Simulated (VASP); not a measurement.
Runs of VASP 6.6.1 on NaB. The structure is that of space group Fm-3m (No. 225), or close to it. The cells are those of the table. 

| cell | gap on the mesh (eV) | pressure (GPa) |
| --- | --- | --- |
| a = 3.821 Å, angles 60.0°, 2 atoms | none | -0.2 |
| a = 3.744 Å, angles 60.0°, 2 atoms | none | (a) |
| a = 3.770 Å, angles 60.0°, 2 atoms | none | 0.9 |
| a = 3.796 Å, angles 60.0°, 2 atoms | none | 0.3 |
| a = 3.870 Å, angles 60.0°, 2 atoms | none | (b) |
| a = 3.846 Å, angles 60.0°, 2 atoms | none | -0.7 |
| a = 3.718 Å, angles 60.0°, 2 atoms | none | 2.2 |

Alike in all rows: task single point; level PBE; potentials or basis VASP PAW PBE potentials, release 64 (Na_pv, B); no spin polarisation; k mesh 9 × 9 × 9; cutoff (eV) 520; smearing fermi-dirac 0.15 eV.

Problem. Estimate the missing entries.

Solution. (a) 1.5; (b) -1.1.

A gap of «none» marks levels without a gap at the run's occupations.
